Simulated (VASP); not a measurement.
# Mg4Si: single point with PBE

The system is Mg4Si, a slab with vacuum.

```
Mg Si
1.0
     3.21007    0.00000    0.00000
    -1.60503    2.78000    0.00000
     0.00000    0.00000   23.21478
Mg Si
4 1
Cartesian
  1.6050 0.9267 4.0000
  0.0000 1.8533 6.5690
  1.6050 0.9267 9.1020
  0.0000 1.8533 11.7148
  1.6050 2.7800 13.8827
```

- Program: VASP 6.6.1
- Task: single point
- Functional: PBE
- Potentials or basis: VASP PAW PBE potentials, release 64 (Mg, Si)
- Cutoff: 520 eV
- k mesh: 9 × 9 × 1
- Occupations: gaussian, width 0.1 eV
- Spin: no spin polarisation
- Dipole correction: yes
- Further INCAR settings: ALGO = Normal; EDIFF = 1e-06; NBANDS = 14

```
Largest force          : 0.059 eV/Å
Band gap on the k mesh : zero (bands 6 and 7 overlap by 0.18 eV)
```

Forces in eV/Å, atoms in the order of the input:
```
Mg   0.000  0.000 -0.059
Mg   0.000  0.000  0.050
Mg   0.000  0.000 -0.009
Mg   0.000  0.000  0.022
Si   0.000  0.000 -0.004
```

Levels at points of the mesh, in eV from the Fermi level:
```tsv
k point	band 4	band 5	band 6	band 7	band 8	band 9
(0.00, 0.00, 0.00)	-4.39	-2.86	-1.32	0.89	2.75	3.78
```

It took 25 s on 1 thread of Intel(R) Xeon(R) 6975P-C (Granite Rapids), on a shared host, peak memory 0.31 GiB.
